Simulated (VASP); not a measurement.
# NiO (F-43m) in VASP: further runs, part 2 of 2

VASP 6.6.1.

## Step 4: Single point, PBE, collinear spin, ferromagnetic start (volume scaled by 0.98)

File INCAR:

```
PREC = Accurate ; ENCUT = 520
EDIFF = 1E-6 ; ISMEAR = -1
SIGMA = 0.05 ; LREAL = False
LASPH = True ; NELM = 150
ALGO = Normal ; ISIF = 2
LWAVE = False ; LCHARG = False
ISPIN = 2 ; MAGMOM = 1 0
LORBIT = 11 ; LMAXMIX = 4
GGA = PE ; NBANDS = 19
```

File KPOINTS:

```
Automatic mesh
0
Gamma
  11 11 11
```

File POSCAR:

```
NiO
1.0
    0.0000000000      2.0483303900      2.0483303900
    2.0483303900      0.0000000000      2.0483303900
    2.0483303900      2.0483303900      0.0000000000
Ni O
1 1
Direct
    0.0000000000      0.0000000000      0.0000000000
    0.7500000000      0.7500000000      0.7500000000
```

Potentials or basis: VASP PAW PBE potentials, release 64 (Ni, O).

Launch:

```bash
$ cat potpaw_PBE.64/Ni/POTCAR potpaw_PBE.64/O/POTCAR > POTCAR
$ mpirun -np 1 vasp_std > vasp.out
```

OUTCAR:

```text
PREC = Accurate
   ENCUT = 520
   EDIFF = 1E-6
   ISMEAR = -1
   LREAL = False
   LASPH = True
   NELM = 150
   ISIF = 2
   ISPIN = 2
   LORBIT = 11
   GGA = PE

 ion  position               nearest neighbor table
   1  0.000  0.000  0.000-   2 1.77   2 1.77   2 1.77   2 1.77
   2  0.750  0.750  0.750-   1 1.77   1 1.77   1 1.77   1 1.77

  LATTYP: Found a face centered cubic cell.
 ALAT       =     4.0966607800

  Lattice vectors:

 A1 = (   0.0000000000,   2.0483303900,   2.0483303900)
 A2 = (   2.0483303900,   0.0000000000,   2.0483303900)
 A3 = (   2.0483303900,   2.0483303900,   0.0000000000)

Analysis of symmetry for initial positions (statically):
=====================================================================
 Subroutine PRICEL returns:
 Original cell was already a primitive cell.

 Routine SETGRP: Setting up the symmetry group for a
 face centered cubic supercell.

 Subroutine GETGRP returns: Found 24 space group operations
 (whereof 24 operations were pure point group operations)
 out of a pool of 48 trial point group operations.

The static configuration has the point symmetry T_d .

Analysis of symmetry for dynamics (positions and initial velocities):
=====================================================================
 Subroutine PRICEL returns:
 Original cell was already a primitive cell.

 Routine SETGRP: Setting up the symmetry group for a
 face centered cubic supercell.

 Subroutine GETGRP returns: Found 24 space group operations
 (whereof 24 operations were pure point group operations)
 out of a pool of 48 trial point group operations.

The dynamic configuration has the point symmetry T_d .

Analysis of structural, dynamic, and magnetic symmetry:
=====================================================================
 Subroutine PRICEL returns:
 Original cell was already a primitive cell.

 Routine SETGRP: Setting up the symmetry group for a
 face centered cubic supercell.

 Subroutine GETGRP returns: Found 24 space group operations
 (whereof 24 operations were pure point group operations)
 out of a pool of 48 trial point group operations.

The overall configuration has the point symmetry T_d .

 Subroutine INISYM returns: Found 24 space group operations
 (whereof 24 operations are pure point group operations),
 and found     1 'primitive' translations

----------------------------------------------------------------------------------------

                                     Primitive cell

  volume of cell :      17.1882

  direct lattice vectors                    reciprocal lattice vectors
     0.000000000  2.048330390  2.048330390    -0.244101246  0.244101246  0.244101246
     2.048330390  0.000000000  2.048330390     0.244101246 -0.244101246  0.244101246
     2.048330390  2.048330390  0.000000000     0.244101246  0.244101246 -0.244101246

  length of vectors
     2.896776618  2.896776618  2.896776618     0.422795760  0.422795760  0.422795760

  position of ions in fractional coordinates (direct lattice)
     0.000000000  0.000000000  0.000000000
     0.750000000  0.750000000  0.750000000

  ion indices of the primitive-cell ions
   primitive index   ion index
                 1           1
[... 63 lines left out ...]
 SYSTEM =  unknown system
   PREC   = accura    normal or accurate (medium, high low for compatibility)
   ISTART =      0    job   : 0-new  1-cont  2-samecut
   ICHARG =      2    charge: 1-file 2-atom 10-const
   ISPIN  =      2    spin polarized calculation?
   LNONCOLLINEAR =      F non collinear calculations
   LSORBIT =      F    spin-orbit coupling
   LASPH  =      T    aspherical Exc in radial PAW
   ENCUT  =  520.0 eV  38.22 Ry    6.18 a.u.   5.39  5.39  5.39*2*pi/ulx,y,z
   NELM   =    150;   NELMIN=  2; NELMDL= -5     # of ELM steps
   EDIFF  = 0.1E-05   stopping-criterion for ELM
   LREAL  =      F    real-space projection
   EDIFFG = 0.1E-04   stopping-criterion for IOM
   NSW    =      0    number of steps for IOM
   IBRION =     -1    ionic relax: 0-MD 1-quasi-New 2-CG
   NFREE  =      0    steps in history (QN), initial steepest desc. (CG)
   ISIF   =      2    stress and relaxation
   ISYM   =      2    0-nonsym 1-usesym 2-fastsym
   POTIM  = 0.5000    time-step for ionic-motion
   TEBEG  =    0.0;   TEEND  =   0.0 temperature during run
   PSTRESS=    0.0 pullay stress
   NELECT =      16.0000    total number of electrons
   NUPDOWN=      -1.0000    fix difference up-down
   EMIN   =  10.00;   EMAX   =-10.00  energy-range for DOS
   EFERMI =   0.00;   METHOD = LEGACY
   ISMEAR =    -1;   SIGMA  =   0.05  broadening in eV -4-tet -1-fermi 0-gaus
   EFERMI_NEDOS =   21; number of points for ismear=-14 and -15
   IALGO  =     38    algorithm
   IMIX   =      4    mixing-type and parameters
     AMIX     =   0.40;   BMIX     =  1.00
     AMIX_MAG =   1.60;   BMIX_MAG =  1.00
  volume/ion in A,a.u.               =       8.59        58.00
  Fermi-wavevector in a.u.,A,eV,Ry     =   1.598471  3.020673 34.764385  2.555110
  Thomas-Fermi vector in A             =   2.695916
   LORBIT       =     11    0 simple, 1 ext, 2 COOP (PROOUT), +10 PAW based schemes
   GGA     = PE    functional components
   LHFCALC =     F    Hartree Fock is set to
   AEXX    =    0.0000 exact exchange contribution
   IVDW    =     0    specifies the selected vdW correction
   LEPSILON=     F    determine dielectric tensor
   LRPA    =     F    only Hartree local field effects (RPA)
 spin polarized calculation
  energy-cutoff  :      520.00
  volume of cell :       17.19
 maximum number of plane-waves:       483
 NGX is ok and might be reduce to    24
   NGX = 11   NGY = 11   NGZ = 11

 number of electron      15.9999992 magnetization       0.9241368

 Free energy of the ion-electron system (eV)
  ---------------------------------------------------
  ext. energy  EPLUGINS =         0.00000000
  ---------------------------------------------------
  free energy    TOTEN  =       -10.70029182 eV

  energy without entropy =      -10.68371541  energy(sigma->0) =      -10.69200362

 E-fermi :   9.3749     XC(G=0): -12.7983

 val. band max:        9.3611972018   @ k =  -0.4545   0.2727   0.0000
 cond. band min:       9.3863837120   @ k =   0.3636   0.0909   0.0000
 fundamental gap:      0.0251865101
 Fermi energy:         9.3749092343

 spin component 1

 k-point     1 :       0.0000    0.0000    0.0000
  band No.  band energies     occupation
      1     -13.0509      1.00000
      2       1.5021      1.00000
      3       1.5021      1.00000
      4       1.5021      1.00000
      5       6.6482      1.00000
      6       6.6482      1.00000
[... 517 lines left out ...]
     18      41.7015      0.00000
     19      41.7208      0.00000

 [... further k-points ...]

 spin component 2

 k-point     1 :       0.0000    0.0000    0.0000
  band No.  band energies     occupation
      1     -12.7752      1.00000
      2       1.9623      1.00000
      3       1.9623      1.00000
      4       1.9623      1.00000
      5       7.2278      1.00000
      6       7.2278      1.00000
[... 517 lines left out ...]
     18      41.8642      0.00000
     19      41.9081      0.00000

 [... further k-points ...]

------------------------ aborting loop because EDIFF is reached ----------------------------------------

  FORCE on cell =-STRESS in cart. coord.  units (eV):
  Direction    XX          YY          ZZ          XY          YZ          ZX
  --------------------------------------------------------------------------------------
  -------------------------------------------------------------------------------------
  Total        7.3658807      7.3658807      7.3658807      0.0000000      0.0000000      0.0000000
  in kB      686.6022804    686.6022804    686.6022804      0.0000000      0.0000000      0.0000000
  external PRESSURE =     686.6022804 kB  Pullay stress =       0.0000000 kB

 VOLUME and BASIS-vectors are now :
 -----------------------------------------------------------------------------
  energy-cutoff  :      520.00
  volume of cell :       17.19
      direct lattice vectors                 reciprocal lattice vectors
     0.000000000  2.048330390  2.048330390    -0.244101246  0.244101246  0.244101246
     2.048330390  0.000000000  2.048330390     0.244101246 -0.244101246  0.244101246
     2.048330390  2.048330390  0.000000000     0.244101246  0.244101246 -0.244101246

 POSITION                                       TOTAL-FORCE (eV/Angst)
 -----------------------------------------------------------------------------------
      0.00000      0.00000      0.00000        -0.000000     -0.000000     -0.000000
      3.07250      3.07250      3.07250         0.000000      0.000000      0.000000
 -----------------------------------------------------------------------------------
    total drift:                                0.000000      0.000000      0.000001

  FREE ENERGIE OF THE ION-ELECTRON SYSTEM (eV)
  ---------------------------------------------------
  free  energy   TOTEN  =       -10.7002918237 eV

  energy  without entropy=      -10.6837154139  energy(sigma->0) =      -10.69200362

 total charge

# of ion       s       p       d       tot
------------------------------------------
    1        0.503   0.804   8.515   9.821
    2        1.568   3.543   0.000   5.111
--------------------------------------------------
tot          2.071   4.347   8.515  14.933

 magnetization (x)

# of ion       s       p       d       tot
------------------------------------------
    1        0.001   0.036   0.696   0.733
    2        0.008   0.161   0.000   0.169
--------------------------------------------------
tot          0.009   0.197   0.696   0.902
```

It took 15 s on 1 thread of Intel Xeon 6975P-C (Granite Rapids), shared host; peak memory 0.16 GiB.

Results:

- Free energy: -10.7003 eV
- Pressure: 68.7 GPa
- Net moment: 0.92 μB per cell
- Site moments: Ni +0.73; O +0.17 μB
- Valence electrons inside the program's atomic spheres: Ni 9.82; O 5.11

Levels at points of the mesh, in eV from the Fermi level:
Spin up:
| k point | band 5 | band 6 | band 7 | band 8 | band 9 | band 10 | band 11 | band 12 | band 13 | band 14 |
| --- | --- | --- | --- | --- | --- | --- | --- | --- | --- | --- |
| (0.00, 0.00, 0.00) | -2.73 | -2.73 | 0.89 | 1.09 | 1.09 | 1.09 | 16.26 | 16.26 | 16.26 | 23.05 |
Spin down:
```csv
k point,band 3,band 4,band 5,band 6,band 7,band 8,band 9,band 10,band 11,band 12
"(0.00, 0.00, 0.00)",-7.41,-7.41,-2.15,-2.15,1.04,1.88,1.88,1.88,16.38,16.38
```

Caveat: the cell differs from its parent crystal (volume scaled by 0.98); a cell with one magnetic atom can't hold antiferromagnetic order, which such compounds often take; semilocal functionals often make such compounds metallic where correlation or magnetic order opens a gap, which also shifts bond lengths.

## Step 5: Single point, PBE, collinear spin, ferromagnetic start

This run uses another cell than the first one, of 8.77 Å³/atom, 1.064 times its volume.

File INCAR:

```
ALGO     = Normal         # electronic algorithm
EDIFF    = 1E-6           # SCF threshold, eV
ENCUT    = 520            # plane-wave cutoff, eV
GGA      = PE             # functional
ISIF     = 2              # what is computed and relaxed
ISMEAR   = -1             # smearing method
ISPIN    = 2              # spin polarisation
LASPH    = True           # aspherical terms in the spheres
LCHARG   = True           # write CHGCAR
LELF     = True           # ELF
LMAXMIX  = 4              # l up to which the mixer works
LORBIT   = 11             # projections on sites
LREAL    = False          # projectors in reciprocal space
LVHAR    = True         
LWAVE    = False          # write WAVECAR
MAGMOM   = 1 0            # initial moments
NBANDS   = 19             # bands
NELM     = 150            # most SCF steps
PREC     = Accurate       # precision mode
SIGMA    = 0.05           # smearing width, eV
```

File KPOINTS:

```
k-points
0
Gamma
  11 11 11
```

File POSCAR:

```
NiO
1.0
    0.0000000000      2.0621708800      2.0621708800
    2.0621708800      0.0000000000      2.0621708800
    2.0621708800      2.0621708800      0.0000000000
Ni O
1 1
Direct
    0.0000000000      0.0000000000      0.0000000000
    0.7500000000      0.7500000000      0.7500000000
```

Launch:

```bash
$ cat potpaw_PBE.64/Ni/POTCAR potpaw_PBE.64/O/POTCAR > POTCAR
$ mpirun -np 1 vasp_std > vasp.out
```

Wall time 15 s (1 thread of Intel Xeon 6975P-C (Granite Rapids), shared host); peak memory 0.16 GiB.

The run converged. Its results:

```yaml
Free_energy: -10.8420 eV
Pressure: 60.5 GPa
Net_moment: 1.01 μB per cell
Site_moments: Ni +0.80; O +0.18 μB
Valence_electrons_inside_the_program's_atomic_spheres: Ni 9.75; O 5.10
```

Levels at points of the mesh, in eV from the Fermi level:
Spin up:
| k point | band 7 | band 8 | band 9 | band 10 | band 11 | band 12 |
| --- | --- | --- | --- | --- | --- | --- |
| (0.00, 0.00, 0.00) | 0.85 | 1.02 | 1.02 | 1.02 | 16.11 | 16.11 |
Spin down:
| k point | band 5 | band 6 | band 7 | band 8 | band 9 | band 10 |
| --- | --- | --- | --- | --- | --- | --- |
| (0.00, 0.00, 0.00) | -2.06 | -2.06 | 1.02 | 1.87 | 1.87 | 1.87 |

Caveat: a cell with one magnetic atom can't hold antiferromagnetic order, which such compounds often take; semilocal functionals often make such compounds metallic where correlation or magnetic order opens a gap, which also shifts bond lengths.

## Step 6: Single point, PBE, collinear spin, ferromagnetic start (volume scaled by 1.02)

File INCAR:

```
SYSTEM = NiO
ALGO = Normal ; EDIFF = 1E-6
ENCUT = 520 ; GGA = PE
ISIF = 2 ; ISMEAR = -1
ISPIN = 2 ; LASPH = .True.
LCHARG = .True. ; LELF = .True.
LMAXMIX = 4 ; LORBIT = 11
LREAL = .False. ; LVHAR = .True.
LWAVE = .False. ; MAGMOM = 1 0
NBANDS = 19 ; NELM = 150
PREC = Accurate ; SIGMA = 0.05
```

File KPOINTS:

```
k-points
0
Gamma
  11 11 11
  0 0 0
```

File POSCAR:

```
NiO
1.0
    0.0000000000      2.0758280388      2.0758280388
    2.0758280388      0.0000000000      2.0758280388
    2.0758280388      2.0758280388      0.0000000000
Ni O
1 1
Direct
    0.0000000000      0.0000000000      0.0000000000
    0.7500000000      0.7500000000      0.7500000000
```

Potentials or basis: VASP PAW PBE potentials, release 64 (Ni, O).

Launch:

```bash
$ cat potpaw_PBE.64/Ni/POTCAR potpaw_PBE.64/O/POTCAR > POTCAR
$ mpirun -np 1 vasp_std > vasp.out
```

Wall time 14 s (1 thread of Intel Xeon 6975P-C (Granite Rapids), shared host); peak memory 0.16 GiB.

It converged, with:

```
Free energy                                           : -10.9669 eV
Pressure                                              : 53.2 GPa
Net moment                                            : 1.11 μB per cell
Site moments                                          : Ni +0.88; O +0.20 μB
Valence electrons inside the program's atomic spheres : Ni 9.69; O 5.09
```

Levels at points of the mesh, in eV from the Fermi level:
Spin up:
```tsv
k point	band 6	band 7	band 8	band 9	band 10	band 11	band 12	band 13
(0.00, 0.00, 0.00)	-2.66	0.82	0.93	0.93	0.93	15.96	15.96	15.96
```
Spin down:
```tsv
k point	band 3	band 4	band 5	band 6	band 7	band 8	band 9	band 10	band 11	band 12
(0.00, 0.00, 0.00)	-7.00	-7.00	-1.98	-1.98	1.00	1.88	1.88	1.88	16.11	16.11
```

Caveat: the cell differs from its parent crystal (volume scaled by 1.02); a cell with one magnetic atom can't hold antiferromagnetic order, which such compounds often take; semilocal functionals often make such compounds metallic where correlation or magnetic order opens a gap, which also shifts bond lengths.

## Step 7: Overview

```csv
cell,gap on the mesh (eV),pressure (GPa),moment (μB)
"a = 2.857 Å, angles 60.0°, 2 atoms",none,87.4,0.67
"a = 2.877 Å, angles 60.0°, 2 atoms",none,77.7,0.83
"a = 2.897 Å, angles 60.0°, 2 atoms",none,68.7,0.92
"a = 2.916 Å, angles 60.0°, 2 atoms",none,60.5,1.01
"a = 2.936 Å, angles 60.0°, 2 atoms",none,53.2,1.11
```

Alike in all rows: task single point; level PBE; potentials or basis VASP PAW PBE potentials, release 64 (Ni, O); spin collinear, ferromagnetic start; k mesh 11 × 11 × 11; cutoff (eV) 520; smearing fermi-dirac 0.05 eV.

Caveats: a cell with one magnetic atom can't hold antiferromagnetic order, which such compounds often take; semilocal functionals often make such compounds metallic where correlation or magnetic order opens a gap, which also shifts bond lengths.

Total energies depend on the potentials used, so only differences within one code and one set of settings carry meaning.
